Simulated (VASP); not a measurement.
A run of VASP 6.6.1:

INCAR

```
SYSTEM = In2S
PREC     = Accurate       ! precision mode
ENCUT    = 500            ! plane-wave cutoff, eV
EDIFF    = 1E-6           ! SCF threshold, eV
ISMEAR   = 0              ! smearing method
SIGMA    = 0.05           ! smearing width, eV
LREAL    = .False.        ! projectors in reciprocal space
LASPH    = .True.         ! aspherical terms in the spheres
NELM     = 120            ! most SCF steps
ALGO     = Normal         ! electronic algorithm
ISIF     = 2              ! what is computed and relaxed
LWAVE    = .False.        ! write WAVECAR
LCHARG   = .False.        ! write CHGCAR
GGA      = PE             ! functional
NBANDS   = 23             ! bands
GGA_COMPAT= .False.
```

KPOINTS

```
Automatic mesh
0
Gamma
  6 6 6
  0 0 0
```

POSCAR

```
In2S
1.0
    0.0000000000      2.8959889503      2.8959889503
    2.8959889503      0.0000000000      2.8959889503
    2.8959889503      2.8959889503      0.0000000000
S In
1 2
Direct
    0.0000000000      0.0000000000      0.0000000000
    0.2500000000      0.2500000000      0.2500000000
    0.7500000000      0.7500000000      0.7500000000
```

Potentials or basis: VASP PAW PBE potentials, release 64 (S, In_d).

Launch:

```bash
$ cat potpaw_PBE.64/S/POTCAR potpaw_PBE.64/In_d/POTCAR > POTCAR
$ mpirun -np 1 vasp_std > vasp.out
```

Hardware: 1 thread of AMD EPYC 7R13 Processor (Zen 3), on a shared host.

Estimate the wall time of this run.

It took 15 s on 1 thread of AMD EPYC 7R13 Processor (Zen 3) (shared host), peak memory 0.13 GiB. Counts: scf iterations 13, k points 16.
